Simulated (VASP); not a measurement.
# Ga4ICl3 (Im-3m) in VASP: settings compared

The runs below take Ga4ICl3 through single point, relaxation of cell and atoms, with PBEsol, PBE.

All numbers are computed with VASP 6.6.1; they aren't measurements. Logs are shortened: lines on timing, memory, paths and dates and some standing lists are left out, and cuts for length are marked.

### 1 The cell of the first run

Symmetry: Im-3m, No. 229, cubic system. The conventional cell has a = 7.568 Å, b = 7.568 Å, c = 7.568 Å, α = 90.00°, β = 90.00°, γ = 90.00°. Ga (site symmetry -3m) has 2 I at 3.28 Å and 6 Cl at 3.28 Å and 6 Ga at 3.78 Å within 4.3 Å. Within 4.3 Å of I (site symmetry m-3m) lie 8 Ga at 3.28 Å and 6 Cl at 3.78 Å. Cl (site symmetry 4/mmm) has 8 Ga at 3.28 Å and 2 I at 3.78 Å and 4 Cl at 3.78 Å within 4.3 Å.

### 2 Single point, PBEsol

The input, INCAR:

```
PREC = Accurate ; ENCUT = 520
EDIFF = 1E-6 ; ISMEAR = 0
SIGMA = 0.02 ; LREAL = F
LASPH = T ; NELM = 100
ALGO = Normal ; ISIF = 2
LWAVE = F ; LCHARG = T
GGA = PS ; LELF = T
LVHAR = T ; NBANDS = 50
```

The input, KPOINTS:

```
Automatic mesh
0
Gamma
  6 6 6
```

The input, POSCAR:

```
Ga4ICl3
1.0
   -3.7840126320      3.7840126320      3.7840126320
    3.7840126320     -3.7840126320      3.7840126320
    3.7840126320      3.7840126320     -3.7840126320
Ga I Cl
4 1 3
Direct
    0.5000000000      0.5000000000      0.5000000000
    0.0000000000      0.0000000000      0.5000000000
    0.0000000000      0.5000000000      0.0000000000
    0.5000000000      0.0000000000      0.0000000000
    0.0000000000      0.0000000000      0.0000000000
    0.5000000000      0.5000000000      0.0000000000
    0.5000000000      0.0000000000      0.5000000000
    0.0000000000      0.5000000000      0.5000000000
```

Potentials or basis: VASP PAW PBE potentials, release 64 (Ga_d, I, Cl).

On the command line:

```sh
$ cat potpaw_PBE.64/Ga_d/POTCAR potpaw_PBE.64/I/POTCAR potpaw_PBE.64/Cl/POTCAR > POTCAR
$ mpirun -np 1 vasp_std > vasp.out
```

OUTCAR:

```text
PREC = Accurate
   ENCUT = 520
   EDIFF = 1E-6
   ISMEAR = 0
   LREAL = F
   LASPH = T
   NELM = 100
   ISIF = 2
   GGA = PS

 ion  position               nearest neighbor table
   1  0.500  0.500  0.500-
   2  0.000  0.000  0.500-
   3  0.000  0.500  0.000-
   4  0.500  0.000  0.000-
   5  0.000  0.000  0.000-
   6  0.500  0.500  0.000-
   7  0.500  0.000  0.500-
   8  0.000  0.500  0.500-

  LATTYP: Found a body centered cubic cell.
 ALAT       =     7.5680252640

  Lattice vectors:

 A1 = (  -3.7840126320,   3.7840126320,   3.7840126320)
 A2 = (   3.7840126320,  -3.7840126320,   3.7840126320)
 A3 = (   3.7840126320,   3.7840126320,  -3.7840126320)

Analysis of symmetry for initial positions (statically):
=====================================================================
 Subroutine PRICEL returns:
 Original cell was already a primitive cell.

 Routine SETGRP: Setting up the symmetry group for a
 body centered cubic supercell.

 Subroutine GETGRP returns: Found 48 space group operations
 (whereof 48 operations were pure point group operations)
 out of a pool of 48 trial point group operations.

The static configuration has the point symmetry O_h .

Analysis of symmetry for dynamics (positions and initial velocities):
=====================================================================
 Subroutine PRICEL returns:
 Original cell was already a primitive cell.

 Routine SETGRP: Setting up the symmetry group for a
 body centered cubic supercell.

 Subroutine GETGRP returns: Found 48 space group operations
 (whereof 48 operations were pure point group operations)
 out of a pool of 48 trial point group operations.

The dynamic configuration has the point symmetry O_h .

 Subroutine INISYM returns: Found 48 space group operations
 (whereof 48 operations are pure point group operations),
 and found     1 'primitive' translations

----------------------------------------------------------------------------------------

                                     Primitive cell

  volume of cell :     216.7293

  direct lattice vectors                    reciprocal lattice vectors
    -3.784012632  3.784012632  3.784012632     0.000000000  0.132134865  0.132134865
     3.784012632 -3.784012632  3.784012632     0.132134865  0.000000000  0.132134865
     3.784012632  3.784012632 -3.784012632     0.132134865  0.132134865  0.000000000

  length of vectors
     6.554102135  6.554102135  6.554102135     0.186866919  0.186866919  0.186866919

  position of ions in fractional coordinates (direct lattice)
     0.500000000  0.500000000  0.500000000
     0.000000000  0.000000000  0.500000000
     0.000000000  0.500000000  0.000000000
     0.500000000  0.000000000  0.000000000
     0.000000000  0.000000000  0.000000000
     0.500000000  0.500000000  0.000000000
     0.500000000  0.000000000  0.500000000
     0.000000000  0.500000000  0.500000000

  ion indices of the primitive-cell ions
   primitive index   ion index
                 1           1
                 2           2
                 3           3
                 4           4
                 5           5
                 6           6
                 7           7
                 8           8

----------------------------------------------------------------------------------------

 KPOINTS: Automatic mesh

Automatic generation of k-mesh.
 Grid dimensions read from file:
 generate k-points for:    6    6    6

 Generating k-lattice:

  Cartesian coordinates                     Fractional coordinates (reciprocal lattice)
     0.000000000  0.022022478  0.022022478     0.166666667  0.000000000  0.000000000
     0.022022478  0.000000000  0.022022478     0.000000000  0.166666667  0.000000000
     0.022022478  0.022022478  0.000000000     0.000000000  0.000000000  0.166666667

  Length of vectors
     0.031144486  0.031144486  0.031144486

  Shift w.r.t. Gamma in fractional coordinates (k-lattice)
     0.000000000  0.000000000  0.000000000

 Subroutine IBZKPT returns following result:
 ===========================================

 Found     16 irreducible k-points:

 Following reciprocal coordinates:
            Coordinates               Weight
  0.000000  0.000000  0.000000      1.000000
  0.166667  0.000000  0.000000     12.000000
  0.333333  0.000000  0.000000     12.000000
  0.500000  0.000000  0.000000      6.000000
  0.166667  0.166667  0.000000     24.000000
  0.333333  0.166667 -0.000000     48.000000
[... 8 lines left out ...]
  0.500000  0.500000  0.333333     12.000000
  0.500000  0.500000  0.500000      1.000000
   k-points           NKPTS =     16   k-points in BZ     NKDIM =     16   number of bands    NBANDS=     50
   number of dos      NEDOS =    301   number of ions     NIONS =      8
   total plane-waves  NPLWV = 125000
   dimension x,y,z NGX =    50 NGY =   50 NGZ =   50
   dimension x,y,z NGXF=   100 NGYF=  100 NGZF=  100
   ions per type =               4   1   3
   NGX,Y,Z   is equivalent  to a cutoff of  12.68, 12.68, 12.68 a.u.
   NGXF,Y,Z  is equivalent  to a cutoff of  25.37, 25.37, 25.37 a.u.
 SYSTEM =  unknown system
   PREC   = accura    normal or accurate (medium, high low for compatibility)
   ISTART =      0    job   : 0-new  1-cont  2-samecut
   ICHARG =      2    charge: 1-file 2-atom 10-const
   ISPIN  =      1    spin polarized calculation?
   LNONCOLLINEAR =      F non collinear calculations
   LSORBIT =      F    spin-orbit coupling
   LASPH  =      T    aspherical Exc in radial PAW
   ENCUT  =  520.0 eV  38.22 Ry    6.18 a.u.  12.19 12.19 12.19*2*pi/ulx,y,z
   NELM   =    100;   NELMIN=  2; NELMDL= -5     # of ELM steps
   EDIFF  = 0.1E-05   stopping-criterion for ELM
   LREAL  =      F    real-space projection
   EDIFFG = 0.1E-04   stopping-criterion for IOM
   NSW    =      0    number of steps for IOM
   IBRION =     -1    ionic relax: 0-MD 1-quasi-New 2-CG
   NFREE  =      0    steps in history (QN), initial steepest desc. (CG)
   ISIF   =      2    stress and relaxation
   ISYM   =      2    0-nonsym 1-usesym 2-fastsym
   POTIM  = 0.5000    time-step for ionic-motion
   TEBEG  =    0.0;   TEEND  =   0.0 temperature during run
   PSTRESS=    0.0 pullay stress
   NELECT =      80.0000    total number of electrons
   NUPDOWN=      -1.0000    fix difference up-down
   EMIN   =  10.00;   EMAX   =-10.00  energy-range for DOS
   EFERMI =   0.00;   METHOD = LEGACY
   ISMEAR =     0;   SIGMA  =   0.02  broadening in eV -4-tet -1-fermi 0-gaus
   EFERMI_NEDOS =   21; number of points for ismear=-14 and -15
   IALGO  =     38    algorithm
   IMIX   =      4    mixing-type and parameters
     AMIX     =   0.40;   BMIX     =  1.00
     AMIX_MAG =   1.60;   BMIX_MAG =  1.00
  volume/ion in A,a.u.               =      27.09       182.82
  Fermi-wavevector in a.u.,A,eV,Ry     =   1.174354  2.219207 18.763884  1.379107
  Thomas-Fermi vector in A             =   2.310752
   LORBIT       =      0    0 simple, 1 ext, 2 COOP (PROOUT), +10 PAW based schemes
   GGA     = PS    functional components
   LHFCALC =     F    Hartree Fock is set to
   AEXX    =    0.0000 exact exchange contribution
   IVDW    =     0    specifies the selected vdW correction
   LEPSILON=     F    determine dielectric tensor
   LRPA    =     F    only Hartree local field effects (RPA)
 non-spin polarized calculation
 Gauss-broadening in eV      SIGMA  =   0.02
  energy-cutoff  :      520.00
  volume of cell :      216.73
 maximum number of plane-waves:      5895
 NGX is ok and might be reduce to    50
   NGX = 25   NGY = 25   NGZ = 25

 number of electron      80.0000074 magnetization

 Free energy of the ion-electron system (eV)
  ---------------------------------------------------
  ext. energy  EPLUGINS =         0.00000000
  ---------------------------------------------------
  free energy    TOTEN  =       -24.52494227 eV

  energy without entropy =      -24.52494227  energy(sigma->0) =      -24.52494227

 E-fermi :   2.4309     XC(G=0):  -9.1837

 val. band max:        2.2987417688   @ k =   0.5000   0.5000   0.5000
 cond. band min:       3.3886137460   @ k =   0.5000   0.5000   0.5000
 fundamental gap:      1.0898719772
 Fermi energy:         2.4309067713

 k-point     1 :       0.0000    0.0000    0.0000
  band No.  band energies     occupation
      1     -11.9642      2.00000
      2     -11.9635      2.00000
      3     -11.9635      2.00000
      4     -11.8560      2.00000
      5     -11.8560      2.00000
      6     -11.8418      2.00000
[... 42 lines left out ...]
     49       8.1503      0.00000
     50       8.5380      0.00000

 k-point     2 :       0.1667    0.0000    0.0000
  band No.  band energies     occupation
      1     -11.9544      2.00000
      2     -11.9518      2.00000
      3     -11.9452      2.00000
      4     -11.8549      2.00000
      5     -11.8531      2.00000
      6     -11.8420      2.00000
[... 42 lines left out ...]
     49       7.8509      0.00000
     50       7.9369      0.00000

 k-point     3 :       0.3333    0.0000    0.0000
  band No.  band energies     occupation
      1     -11.9314      2.00000
      2     -11.9254      2.00000
      3     -11.9122      2.00000
      4     -11.8519      2.00000
      5     -11.8471      2.00000
      6     -11.8450      2.00000
[... 42 lines left out ...]
     49       7.3832      0.00000
     50       7.6803      0.00000

 k-point     4 :       0.5000    0.0000    0.0000
  band No.  band energies     occupation
      1     -11.9096      2.00000
      2     -11.9086      2.00000
      3     -11.9075      2.00000
      4     -11.8529      2.00000
      5     -11.8480      2.00000
      6     -11.8476      2.00000
[... 575 lines left out ...]
 k-point    15 :       0.5000    0.5000    0.3333
  band No.  band energies     occupation
      1     -11.8671      2.00000
      2     -11.8577      2.00000
      3     -11.8570      2.00000
      4     -11.8526      2.00000
      5     -11.8521      2.00000
      6     -11.8517      2.00000
[... 42 lines left out ...]
     49       7.1527      0.00000
     50       7.2064      0.00000

 k-point    16 :       0.5000    0.5000    0.5000
  band No.  band energies     occupation
      1     -11.8546      2.00000
      2     -11.8546      2.00000
      3     -11.8546      2.00000
      4     -11.8441      2.00000
      5     -11.8441      2.00000
      6     -11.8441      2.00000
[... 42 lines left out ...]
     49       6.9236      0.00000
     50       7.3033      0.00000

------------------------ aborting loop because EDIFF is reached ----------------------------------------

  FORCE on cell =-STRESS in cart. coord.  units (eV):
  Direction    XX          YY          ZZ          XY          YZ          ZX
  --------------------------------------------------------------------------------------
  -------------------------------------------------------------------------------------
  Total       -3.1796978     -3.1796978     -3.1796978      0.0000000      0.0000000      0.0000000
  in kB      -23.5059984    -23.5059984    -23.5059984      0.0000000      0.0000000      0.0000000
  external PRESSURE =     -23.5059984 kB  Pullay stress =       0.0000000 kB

 VOLUME and BASIS-vectors are now :
 -----------------------------------------------------------------------------
  energy-cutoff  :      520.00
  volume of cell :      216.73
      direct lattice vectors                 reciprocal lattice vectors
    -3.784012632  3.784012632  3.784012632     0.000000000  0.132134865  0.132134865
     3.784012632 -3.784012632  3.784012632     0.132134865  0.000000000  0.132134865
     3.784012632  3.784012632 -3.784012632     0.132134865  0.132134865  0.000000000

 POSITION                                       TOTAL-FORCE (eV/Angst)
 -----------------------------------------------------------------------------------
      1.89201      1.89201      1.89201         0.000000     -0.000000     -0.000000
      1.89201      1.89201     -1.89201        -0.000000      0.000000     -0.000000
      1.89201     -1.89201      1.89201        -0.000000     -0.000000      0.000000
     -1.89201      1.89201      1.89201         0.000000      0.000000     -0.000000
      0.00000      0.00000      0.00000         0.000000      0.000000      0.000000
      0.00000      0.00000      3.78401         0.000000      0.000000      0.000000
      0.00000      3.78401      0.00000        -0.000000      0.000000     -0.000000
      3.78401      0.00000      0.00000         0.000000     -0.000000      0.000000
 -----------------------------------------------------------------------------------
    total drift:                                0.000000     -0.000000      0.000000

  FREE ENERGIE OF THE ION-ELECTRON SYSTEM (eV)
  ---------------------------------------------------
  free  energy   TOTEN  =       -24.5249422680 eV

  energy  without entropy=      -24.5249422680  energy(sigma->0) =      -24.52494227
```

Wall time 3.1 min (1 thread of AMD EPYC 9R14 (Zen 4), shared host); peak memory 0.4 GiB.

Results:

| Item | Value |
| --- | --- |
| Free energy | -24.5249 eV |
| Pressure | -2.4 GPa |
| Band gap on the k mesh | 1.09 eV |

Levels at points of the mesh, in eV from the valence-band top:
```
           k point  band 38  band 39  band 40  band 41  band 42  band 43
(0.00, 0.00, 0.00)    -1.20    -1.20    -1.20     3.77     3.77     3.77
(0.50, 0.00, 0.00)    -1.14    -0.99    -0.31     2.25     2.68     2.70
(0.50, 0.50, 0.50)     0.00     0.00     0.00     1.09     1.09     1.23
```

Caveat: the PAW data sets were made with another functional, which shifts forces and pressure a little; spin-orbit coupling is left out, which moves the levels of the heavy elements.

### 3 Relaxation of cell and atoms, PBE

This run uses another cell than the first one, of 21.08 Å³/atom.

The input, INCAR:

```
PREC = Accurate
ENCUT = 600
EDIFF = 1E-7
ISMEAR = 0
SIGMA = 0.1
LREAL = F
LASPH = T
NELM = 60
ALGO = Normal
ISIF = 3
LWAVE = F
LCHARG = F
GGA = PE
IBRION = 2
NSW = 90
EDIFFG = -0.04
```

The input, KPOINTS:

```
regular mesh
0
Gamma
  4 4 4
```

POSCAR, as its differences from that of step 2:

```diff
@@ -2,5 +2,5 @@
 1.0
-   -3.7840126320      3.7840126320      3.7840126320
-    3.7840126320     -3.7840126320      3.7840126320
-    3.7840126320      3.7840126320     -3.7840126320
+   -3.4802677000      3.4802677000      3.4802677000
+    3.4802677000     -3.4802677000      3.4802677000
+    3.4802677000      3.4802677000     -3.4802677000
 Ga I Cl
```

Potentials or basis: VASP PAW PBE potentials, release 64 (Ga_d, I, Cl).

On the command line:

```sh
$ cat potpaw_PBE.64/Ga_d/POTCAR potpaw_PBE.64/I/POTCAR potpaw_PBE.64/Cl/POTCAR > POTCAR
$ mpirun -np 1 vasp_std > vasp.out
```

OUTCAR:

```text
PREC = Accurate
   ENCUT = 600
   EDIFF = 1E-7
   ISMEAR = 0
   LREAL = F
   LASPH = T
   NELM = 60
   ISIF = 3
   GGA = PE
   IBRION = 2
   NSW = 90
   EDIFFG = -0.04

 ion  position               nearest neighbor table
   1  0.500  0.500  0.500-   5 3.01   5 3.01
   2  0.000  0.000  0.500-   5 3.01   5 3.01
   3  0.000  0.500  0.000-   5 3.01   5 3.01
   4  0.500  0.000  0.000-   5 3.01   5 3.01
   5  0.000  0.000  0.000-   1 3.01   2 3.01   3 3.01   4 3.01   2 3.01   3 3.01   4 3.01   1 3.01

   6  0.500  0.500  0.000-
   7  0.500  0.000  0.500-
   8  0.000  0.500  0.500-

  LATTYP: Found a body centered cubic cell.
 ALAT       =     6.9605354000

  Lattice vectors:

 A1 = (  -3.4802677000,   3.4802677000,   3.4802677000)
 A2 = (   3.4802677000,  -3.4802677000,   3.4802677000)
 A3 = (   3.4802677000,   3.4802677000,  -3.4802677000)

[... 172 lines left out ...]
 E-fermi :   5.5694     XC(G=0): -10.1862

 val. band max:        5.4446670418   @ k =   0.5000   0.5000   0.5000
 cond. band min:       5.6946017185   @ k =   0.5000   0.5000   0.5000
 fundamental gap:      0.2499346768
 Fermi energy:         5.5694409873

 k-point     1 :       0.0000    0.0000    0.0000
  band No.  band energies     occupation
      1     -10.7064      2.00000
      2     -10.1197      2.00000
      3     -10.1197      2.00000
      4      -9.5270      2.00000
      5      -9.3157      2.00000
      6      -9.3157      2.00000
[... 480 lines left out ...]
--------------------------------------- Ionic step        3  -------------------------------------------

 number of electron      80.0000034 magnetization

 Free energy of the ion-electron system (eV)
  ---------------------------------------------------
  ext. energy  EPLUGINS =         0.00000000
  ---------------------------------------------------
  free energy    TOTEN  =       -22.65547033 eV

  energy without entropy =      -22.65547033  energy(sigma->0) =      -22.65547033

 E-fermi :   2.8050     XC(G=0):  -8.9439

 val. band max:        2.3125464821   @ k =   0.5000   0.5000   0.5000
 cond. band min:       3.5481978832   @ k =   0.5000   0.5000   0.5000
 fundamental gap:      1.2356514011
 Fermi energy:         2.8049518927

 k-point     1 :       0.0000    0.0000    0.0000
  band No.  band energies     occupation
      1     -11.9655      2.00000
      2     -11.9655      2.00000
      3     -11.9455      2.00000
      4     -11.8759      2.00000
      5     -11.8759      2.00000
      6     -11.8616      2.00000
[... 432 lines left out ...]
  FREE ENERGIE OF THE ION-ELECTRON SYSTEM (eV)
  ---------------------------------------------------
  free  energy   TOTEN  =       -22.6554703310 eV

  energy  without entropy=      -22.6554703310  energy(sigma->0) =      -22.65547033

 reached required accuracy - stopping structural energy minimisation
```

OSZICAR:

```text
N       E                     dE             d eps       ncg     rms          rms(c)
DAV:   1     0.886387362261E+03    0.88639E+03   -0.38752E+04   840   0.271E+03
DAV:   2     0.148340978080E+03   -0.73805E+03   -0.71067E+03   800   0.729E+02
DAV:   3    -0.756174177444E+01   -0.15590E+03   -0.14541E+03   928   0.206E+02
[... 42 lines left out ...]
DAV:  11    -0.226554700805E+02    0.30958E-06   -0.23417E-06   880   0.927E-03    0.646E-03
DAV:  12    -0.226554704107E+02   -0.33024E-06   -0.30344E-07   696   0.425E-03    0.297E-03
DAV:  13    -0.226554705219E+02   -0.11117E-06   -0.15193E-07   496   0.241E-03    0.283E-03
DAV:  14    -0.226554704036E+02    0.11829E-06   -0.45053E-08   464   0.154E-03    0.119E-03
DAV:  15    -0.226554703310E+02    0.72539E-07   -0.20834E-08   456   0.870E-04
   3 F= -.22655470E+02 E0= -.22655470E+02  d E =-.124710E+01
```

It took 4.4 min on 1 thread of AMD EPYC 9R14 (Zen 4), shared host; peak memory 0.34 GiB.

Results:

```
Free energy                           : -22.6555 eV
Relaxed volume                        : 27.31 Å³/atom
Relaxed cell                          : a = 6.572 Å, b = 6.572 Å, c = 6.572 Å, α = 109.47°, β = 109.47°, γ = 109.47°
Space group after relaxing (to 0.1 Å) : Im-3m (No. 229)
Energy gained by relaxing             : 155.9 meV/atom
Ionic steps                           : 3
Pressure after relaxing               : -0.2 GPa
Band gap on the k mesh                : 1.24 eV
```

Step by step:
| step | energy change (eV) | largest force (eV/Å) | pressure (GPa) | volume (Å³) |
| --- | --- | --- | --- | --- |
| 1 | 0.0000 | 0.0000 | 10.00 | 168.62 |
| 2 | -1.1699 | 0.0000 | 1.87 | 202.80 |
| 3 | -1.2471 | 0.0000 | -0.16 | 218.51 |

Final structure:
```
CELL_PARAMETERS angstrom
-3.79436 3.79436 3.79436
3.79436 -3.79436 3.79436
3.79436 3.79436 -3.79436
ATOMIC_POSITIONS crystal
Ga 0.50000 0.50000 0.50000
Ga 0.00000 0.00000 0.50000
Ga 0.00000 0.50000 0.00000
Ga 0.50000 0.00000 0.00000
I 0.00000 0.00000 0.00000
Cl 0.50000 0.50000 0.00000
Cl 0.50000 0.00000 0.50000
Cl 0.00000 0.50000 0.50000
```

Levels at points of the mesh, in eV from the valence-band top:
```tsv
k point	band 38	band 39	band 40	band 41	band 42	band 43
(0.00, 0.00, 0.00)	-1.17	-1.17	-1.17	3.83	3.83	3.83
(0.50, 0.00, 0.00)	-1.09	-0.98	-0.29	2.37	2.77	2.83
(0.50, 0.50, 0.50)	0.00	0.00	0.00	1.24	1.24	1.37
```

Caveat: the volume moved by over 15 % at a fixed basis, so the end points are rough; spin-orbit coupling is left out, which moves the levels of the heavy elements. A k mesh can miss the band edges.
